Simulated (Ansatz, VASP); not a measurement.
# Two plane-wave programs on Ga

INCAR

```
  PREC = Accurate
  ENCUT = 520
  EDIFF = 1E-8
  ISMEAR = -1
  SIGMA = 0.03
  LREAL = False
  LASPH = True
  NELM = 100
  ALGO = Normal
  ISIF = 2
  LWAVE = False
  LCHARG = False
  GGA = PS
  LEFG = True
  NBANDS = 20
```

File KPOINTS:

```
regular mesh
0
Gamma
  14 14 11
```

POSCAR

```
Ga
1.0
    1.3830000000     -4.0265000000      0.0000000000
    1.3830000000      4.0265000000      0.0000000000
   -0.1174500000      0.0000000000      3.4298279000
Ga
2
Direct
    0.8690000000      0.1310000000      0.2500000000
    0.1310000000      0.8690000000      0.7500000000
```

Input for Ansatz:

```yaml
crystal:
  lattice:
    - [1.383, -4.0265, 0.0]
    - [1.383, 4.0265, 0.0]
    - [-0.11745, 0.0, 3.4298279]
  atoms:
    - { symbol: Ga, position: [0.869, 0.131, 0.25] }
    - { symbol: Ga, position: [0.131, 0.869, 0.75] }
kpoints:
  mp_grid: { grid: [14, 14, 11] }
scf:
  occupations: { method: fermi_dirac, width: 0.03 }
hamiltonian:
  xc: pbesol
  pseudopotentials: { kind: paw }
output:
  forces: true
  stress: true
  eigenvalues: true
  efg: { contact_densities: true }
```

Change from the starting cell: zz strain of +3 %, PAW files.

Alike in both runs: task electric field gradients; functional PBEsol; k mesh 14 × 14 × 11; occupations fermi-dirac, width 0.03 eV; no spin polarisation.

|  | VASP | Ansatz |
| --- | --- | --- |
| version | VASP 6.6.1 | Ansatz 0.2.0 |
| potentials or method | VASP PAW PBE potentials, release 64 (Ga_d) | PAW with Ansatz's default frozen-core files, scalar-relativistic |
| plane-wave cutoff (eV) | 520 | 420 |
| valence electrons in the cell | 26 | 26 |

Ansatz gave:

| Item | Value |
| --- | --- |
| pressure (GPa) | -3.2 |
| traceless stress, the component that is largest in VASP (GPa) | -0.74 |
| rms of the force components (eV/Å) | 0.080 |
| size of Vzz on the site where it differs most (V/Å²) | 26.6 |

Task: Which values does VASP return?

Result: Pressure (GPa): -3.2; traceless stress, the component that is largest in VASP (GPa): -0.75; rms of the force components (eV/Å): 0.080; size of Vzz on the site where it differs most (V/Å²): 25.2.

VASP's potentials were made for PBE, not for PBEsol. Atom by atom the forces differ by 0.000 eV/Å (rms over components).
